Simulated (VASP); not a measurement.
Input of a VASP 6.6.1 run:

INCAR

```
SYSTEM = SiC
ALGO = Normal ; EDIFF = 1E-6
ENCUT = 600 ; GGA = PE
GGA_COMPAT = .False. ; ISIF = 2
ISMEAR = 0 ; LASPH = .True.
LCHARG = .False. ; LREAL = .False.
LWAVE = .False. ; NBANDS = 11
NELM = 120 ; PREC = Accurate
SIGMA = 0.02
```

File KPOINTS:

```
k-points
0
Gamma
  16 16 16
  0 0 0
```

POSCAR

```
SiC
1.0
    0.0000000000      1.8491797527      1.8491797527
    1.8491797527      0.0000000000      1.8491797527
    1.8491797527      1.8491797527      0.0000000000
C Si
1 1
Direct
    0.0000000000      0.0000000000      0.0000000000
    0.5000000000      0.5000000000      0.5000000000
```

Potentials or basis: VASP PAW PBE potentials, release 64 (C, Si).

The run is started by

```bash
$ cat potpaw_PBE.64/C/POTCAR potpaw_PBE.64/Si/POTCAR > POTCAR
$ mpirun -np 1 vasp_std > vasp.out
```

Problem. Predict the pressure.

Solution. 124.5 GPa.

Problem. Predict the band gap on the k mesh.

Solution. 1.12 eV, indirect (least direct gap 6.60 eV).

A k mesh can miss the band edges. As with any semilocal functional, this PBE gap is likely too small.
